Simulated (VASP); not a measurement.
# NbRu3 (P4/mmm) in VASP: a series of runs

Runs on NbRu3. Level: LDA. Tasks: single point.

All numbers are computed with VASP 6.6.1; they aren't measurements. Logs are shortened: lines on timing, memory, paths and dates and some standing lists are left out, and cuts for length are marked.

## Step 1: The cell of the first run

The structure is tetragonal, space group P4/mmm (No. 123). The conventional cell has a = 3.880 Å, b = 3.880 Å, c = 3.802 Å, α = 90.00°, β = 90.00°, γ = 90.00°. Nb (site symmetry 4/mmm) has 12 Ru at 2.72 to 2.74 Å within 3.6 Å. Ru (site symmetry mmm) has 4 Nb at 2.72 Å and 8 Ru at 2.72 to 2.74 Å within 3.6 Å. Within 3.6 Å of Ru (site symmetry 4/mmm) lie 8 Ru at 2.72 Å and 4 Nb at 2.74 Å.

## Step 2: Single point, LDA (zz strain of -2 %)

The input, INCAR:

```
  PREC = Accurate
  ENCUT = 520
  EDIFF = 1E-7
  ISMEAR = -1
  SIGMA = 0.05
  LREAL = F
  LASPH = T
  NELM = 80
  ALGO = Normal
  ISIF = 2
  LWAVE = F
  LCHARG = F
  GGA = CA
  NBANDS = 36
```

The input, KPOINTS:

```
Automatic mesh
0
Gamma
  9 9 9
```

The input, POSCAR:

```
NbRu3
1.0
    3.8800000000      0.0000000000      0.0000000000
    0.0000000000      3.8800000000      0.0000000000
    0.0000000000      0.0000000000      3.8024000000
Nb Ru
1 3
Direct
    0.0000000000      0.0000000000      0.0000000000
    0.0000000000      0.5000000000      0.5000000000
    0.5000000000      0.0000000000      0.5000000000
    0.5000000000      0.5000000000      0.0000000000
```

Potentials or basis: VASP PAW LDA potentials, release 64 (Nb_sv, Ru_pv).

Run with:

```console
> cat potpaw_LDA.64/Nb_sv/POTCAR potpaw_LDA.64/Ru_pv/POTCAR > POTCAR
> mpirun -np 1 vasp_std > vasp.out
```

OUTCAR:

```text
PREC = Accurate
   ENCUT = 520
   EDIFF = 1E-7
   ISMEAR = -1
   LREAL = F
   LASPH = T
   NELM = 80
   ISIF = 2
   GGA = CA

 ion  position               nearest neighbor table
   1  0.000  0.000  0.000-   2 2.72   3 2.72   2 2.72   3 2.72   2 2.72   2 2.72   3 2.72   3 2.72
                             4 2.74   4 2.74   4 2.74   4 2.74
   2  0.000  0.500  0.500-   1 2.72   4 2.72   1 2.72   4 2.72   1 2.72   1 2.72   4 2.72   4 2.72
                             3 2.74   3 2.74   3 2.74   3 2.74
   3  0.500  0.000  0.500-   1 2.72   4 2.72   1 2.72   4 2.72   4 2.72   4 2.72   1 2.72   1 2.72
                             2 2.74   2 2.74   2 2.74   2 2.74
   4  0.500  0.500  0.000-   2 2.72   3 2.72   2 2.72   3 2.72   3 2.72   3 2.72   2 2.72   2 2.72
                             1 2.74   1 2.74   1 2.74   1 2.74

  LATTYP: Found a simple tetragonal cell.
 ALAT       =     3.8800000000
 C/A-ratio  =     0.9800000000

  Lattice vectors:

 A1 = (   3.8800000000,   0.0000000000,   0.0000000000)
 A2 = (   0.0000000000,   3.8800000000,   0.0000000000)
 A3 = (   0.0000000000,   0.0000000000,   3.8024000000)

Analysis of symmetry for initial positions (statically):
=====================================================================
 Subroutine PRICEL returns:
 Original cell was already a primitive cell.

 Routine SETGRP: Setting up the symmetry group for a
 simple tetragonal supercell.

 Subroutine GETGRP returns: Found 16 space group operations
 (whereof 16 operations were pure point group operations)
 out of a pool of 16 trial point group operations.

The static configuration has the point symmetry D_4h.

Analysis of symmetry for dynamics (positions and initial velocities):
=====================================================================
 Subroutine PRICEL returns:
 Original cell was already a primitive cell.

 Routine SETGRP: Setting up the symmetry group for a
 simple tetragonal supercell.

 Subroutine GETGRP returns: Found 16 space group operations
 (whereof 16 operations were pure point group operations)
 out of a pool of 16 trial point group operations.

The dynamic configuration has the point symmetry D_4h.

 Subroutine INISYM returns: Found 16 space group operations
 (whereof 16 operations are pure point group operations),
 and found     1 'primitive' translations

----------------------------------------------------------------------------------------

                                     Primitive cell

  volume of cell :      57.2429

  direct lattice vectors                    reciprocal lattice vectors
     3.880000000  0.000000000  0.000000000     0.257731959  0.000000000  0.000000000
     0.000000000  3.880000000  0.000000000     0.000000000  0.257731959  0.000000000
     0.000000000  0.000000000  3.802400000     0.000000000  0.000000000  0.262991795

  length of vectors
     3.880000000  3.880000000  3.802400000     0.257731959  0.257731959  0.262991795

  position of ions in fractional coordinates (direct lattice)
     0.000000000  0.000000000  0.000000000
     0.000000000  0.500000000  0.500000000
     0.500000000  0.000000000  0.500000000
     0.500000000  0.500000000  0.000000000

  ion indices of the primitive-cell ions
   primitive index   ion index
                 1           1
                 2           2
                 3           3
                 4           4

----------------------------------------------------------------------------------------

 KPOINTS: Automatic mesh

Automatic generation of k-mesh.
 Grid dimensions read from file:
 generate k-points for:    9    9    9

 Generating k-lattice:

  Cartesian coordinates                     Fractional coordinates (reciprocal lattice)
     0.028636884  0.000000000  0.000000000     0.111111111  0.000000000  0.000000000
     0.000000000  0.028636884  0.000000000     0.000000000  0.111111111  0.000000000
     0.000000000  0.000000000  0.029221311     0.000000000  0.000000000  0.111111111

  Length of vectors
     0.028636884  0.028636884  0.029221311

  Shift w.r.t. Gamma in fractional coordinates (k-lattice)
     0.000000000  0.000000000  0.000000000

 Subroutine IBZKPT returns following result:
 ===========================================

 Found     75 irreducible k-points:

 Following reciprocal coordinates:
            Coordinates               Weight
  0.000000  0.000000  0.000000      1.000000
  0.111111  0.000000  0.000000      4.000000
  0.222222  0.000000  0.000000      4.000000
  0.333333  0.000000  0.000000      4.000000
  0.444444  0.000000  0.000000      4.000000
  0.111111  0.111111  0.000000      4.000000
[... 16 lines left out ...]
  0.333333  0.111111  0.111111     16.000000
  0.444444  0.111111  0.111111     16.000000
 [... further k-points ...]
   k-points           NKPTS =     75   k-points in BZ     NKDIM =     75   number of bands    NBANDS=     36
   number of dos      NEDOS =    301   number of ions     NIONS =      4
   total plane-waves  NPLWV =  25200
   dimension x,y,z NGX =    30 NGY =   30 NGZ =   28
   dimension x,y,z NGXF=    60 NGYF=   60 NGZF=   56
   ions per type =               1   3
   NGX,Y,Z   is equivalent  to a cutoff of  12.85, 12.85, 12.24 a.u.
   NGXF,Y,Z  is equivalent  to a cutoff of  25.71, 25.71, 24.48 a.u.
 SYSTEM =  unknown system
   PREC   = accura    normal or accurate (medium, high low for compatibility)
   ISTART =      0    job   : 0-new  1-cont  2-samecut
   ICHARG =      2    charge: 1-file 2-atom 10-const
   ISPIN  =      1    spin polarized calculation?
   LNONCOLLINEAR =      F non collinear calculations
   LSORBIT =      F    spin-orbit coupling
   LASPH  =      T    aspherical Exc in radial PAW
   ENCUT  =  520.0 eV  38.22 Ry    6.18 a.u.   7.21  7.21  7.07*2*pi/ulx,y,z
   NELM   =     80;   NELMIN=  2; NELMDL= -5     # of ELM steps
   EDIFF  = 0.1E-06   stopping-criterion for ELM
   LREAL  =      F    real-space projection
   EDIFFG = 0.1E-05   stopping-criterion for IOM
   NSW    =      0    number of steps for IOM
   IBRION =     -1    ionic relax: 0-MD 1-quasi-New 2-CG
   NFREE  =      0    steps in history (QN), initial steepest desc. (CG)
   ISIF   =      2    stress and relaxation
   ISYM   =      2    0-nonsym 1-usesym 2-fastsym
   POTIM  = 0.5000    time-step for ionic-motion
   TEBEG  =    0.0;   TEEND  =   0.0 temperature during run
   PSTRESS=    0.0 pullay stress
   NELECT =      55.0000    total number of electrons
   NUPDOWN=      -1.0000    fix difference up-down
   EMIN   =  10.00;   EMAX   =-10.00  energy-range for DOS
   EFERMI =   0.00;   METHOD = LEGACY
   ISMEAR =    -1;   SIGMA  =   0.05  broadening in eV -4-tet -1-fermi 0-gaus
   EFERMI_NEDOS =   21; number of points for ismear=-14 and -15
   IALGO  =     38    algorithm
   IMIX   =      4    mixing-type and parameters
     AMIX     =   0.40;   BMIX     =  1.00
     AMIX_MAG =   1.60;   BMIX_MAG =  1.00
  volume/ion in A,a.u.               =      14.31        96.57
  Fermi-wavevector in a.u.,A,eV,Ry     =   1.615432  3.052724 35.506037  2.609620
  Thomas-Fermi vector in A             =   2.710181
   LORBIT       =      0    0 simple, 1 ext, 2 COOP (PROOUT), +10 PAW based schemes
   GGA     = CA    functional components
   LHFCALC =     F    Hartree Fock is set to
   AEXX    =    0.0000 exact exchange contribution
   IVDW    =     0    specifies the selected vdW correction
   LEPSILON=     F    determine dielectric tensor
   LRPA    =     F    only Hartree local field effects (RPA)
 non-spin polarized calculation
  energy-cutoff  :      520.00
  volume of cell :       57.24
 maximum number of plane-waves:      1556
 NGX is ok and might be reduce to    30
   NGX = 15   NGY = 15   NGZ = 15

 number of electron      55.0000014 magnetization

 Free energy of the ion-electron system (eV)
  ---------------------------------------------------
  ext. energy  EPLUGINS =         0.00000000
  ---------------------------------------------------
  free energy    TOTEN  =       -43.81743776 eV

  energy without entropy =      -43.77548472  energy(sigma->0) =      -43.79646124

 E-fermi :  12.3737     XC(G=0): -14.0293

 val. band max:       12.3704668412   @ k =   0.2222   0.0000   0.1111
 cond. band min:      12.3824283218   @ k =   0.3333   0.1111   0.2222
 fundamental gap:      0.0119614806
 Fermi energy:        12.3737241689

 k-point     1 :       0.0000    0.0000    0.0000
  band No.  band energies     occupation
      1     -42.0240      2.00000
      2     -30.2057      2.00000
      3     -30.1898      2.00000
      4     -30.1898      2.00000
      5     -29.7892      2.00000
      6     -29.7754      2.00000
[... 28 lines left out ...]
     35      17.1095      0.00000
     36      17.3015      0.00000

 k-point     2 :       0.1111    0.0000    0.0000
  band No.  band energies     occupation
      1     -42.0242      2.00000
      2     -30.1948      2.00000
      3     -30.1796      2.00000
      4     -30.1713      2.00000
      5     -29.7925      2.00000
      6     -29.7794      2.00000
[... 28 lines left out ...]
     35      17.2899      0.00000
     36      18.0313      0.00000

 k-point     3 :       0.2222    0.0000    0.0000
  band No.  band energies     occupation
      1     -42.0249      2.00000
      2     -30.1647      2.00000
      3     -30.1516      2.00000
      4     -30.1179      2.00000
      5     -29.8037      2.00000
      6     -29.7922      2.00000
[... 28 lines left out ...]
     35      17.2633      0.00000
     36      19.5560      0.00000

 k-point     4 :       0.3333    0.0000    0.0000
  band No.  band energies     occupation
      1     -42.0257      2.00000
      2     -30.1242      2.00000
      3     -30.1143      2.00000
      4     -30.0359      2.00000
      5     -29.8237      2.00000
      6     -29.8133      2.00000
[... 28 lines left out ...]
     35      17.2373      0.00000
     36      21.1009      0.00000

 k-point     5 :       0.4444    0.0000    0.0000
  band No.  band energies     occupation
      1     -42.0262      2.00000
      2     -30.0917      2.00000
      3     -30.0848      2.00000
      4     -29.9350      2.00000
      5     -29.8439      2.00000
      6     -29.8331      2.00000
[... 655 lines left out ...]
 k-point    22 :       0.2222    0.1111    0.1111
  band No.  band energies     occupation
      1     -42.0250      2.00000
      2     -30.1915      2.00000
      3     -30.1090      2.00000
      4     -30.0725      2.00000
      5     -29.8364      2.00000
      6     -29.8150      2.00000
[... 28 lines left out ...]
     35      17.1471      0.00000
     36      19.4969      0.00000

 k-point    23 :       0.3333    0.1111    0.1111
  band No.  band energies     occupation
      1     -42.0254      2.00000
      2     -30.1634      2.00000
      3     -30.0700      2.00000
      4     -30.0044      2.00000
      5     -29.8751      2.00000
      6     -29.8399      2.00000
[... 28 lines left out ...]
     35      16.5423      0.00000
     36      20.7722      0.00000

 k-point    24 :       0.4444    0.1111    0.1111
  band No.  band energies     occupation
      1     -42.0257      2.00000
      2     -30.1338      2.00000
      3     -30.0333      2.00000
      4     -29.9572      2.00000
      5     -29.9092      2.00000
      6     -29.8704      2.00000
[... 28 lines left out ...]
     35      16.4931      0.00000
     36      21.8030      0.00000

 [... further k-points ...]
[... 5 lines left out ...]
  --------------------------------------------------------------------------------------
  -------------------------------------------------------------------------------------
  Total       -2.3309116     -2.3309116     -1.1698879      0.0000000     -0.0000000      0.0000000
  in kB      -65.2401782    -65.2401782    -32.7441392      0.0000000     -0.0000000      0.0000000
  external PRESSURE =     -54.4081652 kB  Pullay stress =       0.0000000 kB

 VOLUME and BASIS-vectors are now :
 -----------------------------------------------------------------------------
  energy-cutoff  :      520.00
  volume of cell :       57.24
      direct lattice vectors                 reciprocal lattice vectors
     3.880000000  0.000000000  0.000000000     0.257731959  0.000000000  0.000000000
     0.000000000  3.880000000  0.000000000     0.000000000  0.257731959  0.000000000
     0.000000000  0.000000000  3.802400000     0.000000000  0.000000000  0.262991795

 POSITION                                       TOTAL-FORCE (eV/Angst)
 -----------------------------------------------------------------------------------
      0.00000      0.00000      0.00000         0.000000      0.000000      0.000000
      0.00000      1.94000      1.90120         0.000000      0.000000      0.000000
      1.94000      0.00000      1.90120         0.000000      0.000000      0.000000
      1.94000      1.94000      0.00000         0.000000      0.000000      0.000000
 -----------------------------------------------------------------------------------
    total drift:                                0.000000      0.000000     -0.000000

  FREE ENERGIE OF THE ION-ELECTRON SYSTEM (eV)
  ---------------------------------------------------
  free  energy   TOTEN  =       -43.8174377615 eV

  energy  without entropy=      -43.7754847229  energy(sigma->0) =      -43.79646124
```

Wall time 96 s (1 thread of AMD EPYC 9R45 (Zen 5), shared host); peak memory 0.21 GiB.

What came out:

```
Free energy : -43.8174 eV
Pressure    : -5.4 GPa
```

Stress tensor (GPa, compression positive):
```
-6.52  0.00  0.00
 0.00 -6.52  0.00
 0.00  0.00 -3.27
```

Caveat: the cell differs from its parent crystal (zz strain of -2 %).

## Step 3: Single point, LDA (zz strain of -1 %)

The input, INCAR:

```
SYSTEM = NbRu3
  PREC = Accurate
  ENCUT = 520
  EDIFF = 1E-6
  ISMEAR = -1
  SIGMA = 0.05
  LREAL = .False.
  LASPH = .True.
  NELM = 60
  ALGO = Normal
  ISIF = 2
  LWAVE = .False.
  LCHARG = .False.
  NBANDS = 36
```

The input, KPOINTS:

```
Automatic mesh
0
Gamma
  9 9 9
  0 0 0
```

Changes to POSCAR since step 2:

```diff
@@ -4,3 +4,3 @@
     0.0000000000      3.8800000000      0.0000000000
-    0.0000000000      0.0000000000      3.8024000000
+    0.0000000000      0.0000000000      3.8412000000
 Nb Ru
```

Potentials or basis: VASP PAW LDA potentials, release 64 (Nb_sv, Ru_pv).

Run with:

```console
> cat potpaw_LDA.64/Nb_sv/POTCAR potpaw_LDA.64/Ru_pv/POTCAR > POTCAR
> mpirun -np 1 vasp_std > vasp.out
```

Run time: 90 s. Hardware: 1 thread of AMD EPYC 9R45 (Zen 5), shared host; peak memory 0.21 GiB.

The run converged. Its results:

```yaml
Free_energy: -43.7987 eV
Pressure: -8.3 GPa
```

Stress tensor (GPa, compression positive):
```
-8.84  0.00  0.00
 0.00 -8.84  0.00
 0.00  0.00 -7.28
```

Levels at points of the mesh, in eV from the Fermi level:
| k point | band 24 | band 25 | band 26 | band 27 | band 28 | band 29 | band 30 | band 31 | band 32 | band 33 |
| --- | --- | --- | --- | --- | --- | --- | --- | --- | --- | --- |
| (0.00, 0.00, 0.00) | 0.43 | 0.55 | 1.82 | 2.30 | 2.38 | 2.38 | 3.67 | 3.70 | 3.97 | 3.97 |

Caveat: the cell differs from its parent crystal (zz strain of -1 %).
